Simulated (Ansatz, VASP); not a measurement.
# One calculation of Ga2P, two programs

Contents of INCAR:

```
PREC = Accurate
ENCUT = 500
EDIFF = 1E-7
ISMEAR = 0
SIGMA = 0.1
LREAL = False
LASPH = True
NELM = 120
ALGO = Normal
ISIF = 3
LWAVE = False
LCHARG = False
GGA = PE
IBRION = 2
NSW = 100
EDIFFG = -0.01
GGA_COMPAT = False
NELMIN = 4
```

File KPOINTS:

```
Automatic mesh
0
Gamma
  10 10 6
```

File POSCAR:

```
Ga2P
1.0
    3.7091625396      0.0000000000      0.0000000000
    0.0000000000      3.7091625396      0.0000000000
    0.0000000000      0.0000000000      7.9205446264
Ga P
4 2
Direct
    0.0000000000      0.0000000000      0.0000000000
    0.5000000000      0.5000000000      0.0000000000
    0.0000000000      0.5000000000      0.3612207275
    0.5000000000      0.0000000000      0.6387792725
    0.0000000000      0.5000000000      0.6812936790
    0.5000000000      0.0000000000      0.3187063210
```

Input for Ansatz:

```yaml
crystal:
  lattice:
    - [3.7091625396, 0.0, 0.0]
    - [0.0, 3.7091625396, 0.0]
    - [0.0, 0.0, 7.9205446264]
  atoms:
    - { symbol: Ga, position: [0.0, 0.0, 0.0] }
    - { symbol: Ga, position: [0.5, 0.5, 0.0] }
    - { symbol: Ga, position: [0.0, 0.5, 0.3612207275] }
    - { symbol: Ga, position: [0.5, 0.0, 0.6387792725] }
    - { symbol: P, position: [0.0, 0.5, 0.681293679] }
    - { symbol: P, position: [0.5, 0.0, 0.318706321] }
basis:
  ecutwfc: 420
kpoints:
  mp_grid: { grid: [10, 10, 6] }
hamiltonian:
  xc: pbe
scf:
  occupations: { method: gaussian, width: 0.1 }
output:
  forces: true
  stress: true
  eigenvalues: true
relax:
  adjacent_minimum: "off"
  f_tol: 0.01
  max_steps: 80
  cell: { stress_tol: 0.05 }
```

Alike in both runs: task relaxation of cell and atoms; functional PBE; k mesh 10 × 10 × 6; occupations gaussian, width 0.1 eV; no spin polarisation.

|  | VASP | Ansatz |
| --- | --- | --- |
| version | VASP 6.6.1 | Ansatz 0.2.0 |
| potentials or method | VASP PAW PBE potentials, release 64 (Ga_d, P), cutoff 500 eV | scalar-relativistic, plane waves, PAW |
| valence electrons in the cell | 62 | 62 |

|  | VASP | Ansatz | Ansatz less VASP |
| --- | --- | --- | --- |
| gap on the k mesh at the Fermi level, each at its own relaxed structure (eV) | none | none | - |
| relaxed volume (Å³/atom) | 18.12 | 18.10 | -0.019 |
| relaxed length of the cell vector where the two differ most in proportion (Å) | 3.718 | 3.715 | -0.0030 |

A gap of «none» marks a metal or a gap that the smearing closes.
